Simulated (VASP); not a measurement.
# PbSe: single point with PBE

The system is PbSe.

```
Pb Se
1.0
     0.00000    3.42320    3.42320
     3.42320    0.00000    3.42320
     3.42320    3.42320    0.00000
Pb Se
1 1
Direct
  0.00000 0.00000 0.00000
  0.25000 0.25000 0.25000
```

```json
{"Program": "VASP 6.6.1", "Task": "single point", "Functional": "PBE", "Potentials or basis": "VASP PAW PBE potentials, release 64 (Pb_d, Se)", "Cutoff": "500 eV", "k mesh": "4 × 4 × 4", "Occupations": "methfessel-paxton, width 0.001 eV", "Spin": "no spin polarisation"}
```

The pressure is 0.7 GPa and the band gap on the k mesh is 0.62 eV, indirect (least direct gap 1.15 eV).

Levels at points of the mesh, in eV from the valence-band top:
```tsv
k point	band 8	band 9	band 10	band 11	band 12	band 13
(0.00, 0.00, 0.00)	-1.64	-1.64	-1.64	2.10	2.10	2.10
(0.50, 0.00, 0.00)	-2.17	-2.17	-2.02	2.86	2.86	3.64
(0.50, 0.50, 0.00)	-2.86	-2.86	-0.53	0.62	4.85	4.85
```

Run time: 15 s on 1 thread of Intel Xeon 6975P-C (shared host), peak memory 0.21 GiB.

Caveat: spin-orbit coupling is left out, which moves the levels of the heavy elements. A k mesh can miss the band edges.
